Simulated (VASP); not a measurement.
Write the native input for VASP 6.6.1 that does the following.

```
Task                   : single point
Functional             : PBEsol
Potentials or basis    : VASP PAW PBE potentials, release 64 (Al, Cu)
Cutoff                 : 520 eV
k mesh                 : 8 × 8 × 12
Occupations            : gaussian, width 0.15 eV
Spin                   : no spin polarisation
Dipole correction      : no
Further INCAR settings : ALGO = Normal; EDIFF = 1e-06; NBANDS = 16
```

The structure of Al2Cu lies in POSCAR:

```
Al2Cu
1.0
    4.0841722007      0.0000000000      0.0000000000
    0.0000000000      4.0841722007      0.0000000000
    0.0000000000      0.0000000000      2.8463947367
Al Cu
2 1
Direct
    0.5000000000      0.0000000000      0.5000000000
    0.0000000000      0.5000000000      0.5000000000
    0.0000000000      0.0000000000      0.0000000000
```

One way to write it, as run:

INCAR

```
SYSTEM = Al2Cu
ALGO = Normal ; EDIFF = 1E-6
ENCUT = 520 ; GGA = PS
ISIF = 2 ; ISMEAR = 0
LASPH = .TRUE. ; LCHARG = .FALSE.
LREAL = .FALSE. ; LWAVE = .FALSE.
NBANDS = 16 ; NELM = 80
PREC = Accurate ; SIGMA = 0.15
```

KPOINTS

```
k-points
0
G
  8 8 12
  0 0 0
```

Potentials or basis: VASP PAW PBE potentials, release 64 (Al, Cu).

Run with:

```console
$ cat potpaw_PBE.64/Al/POTCAR potpaw_PBE.64/Cu/POTCAR > POTCAR
$ mpirun -np 1 vasp_std > vasp.out
```

It gave:

```
Pressure : 0.3 GPa
```

Caveat: the PAW data sets were made with another functional, which shifts forces and pressure a little.

Run time: 34 s on 1 thread of Intel(R) Xeon(R) 6975P-C (Granite Rapids), on a shared host, peak memory 0.2 GiB.
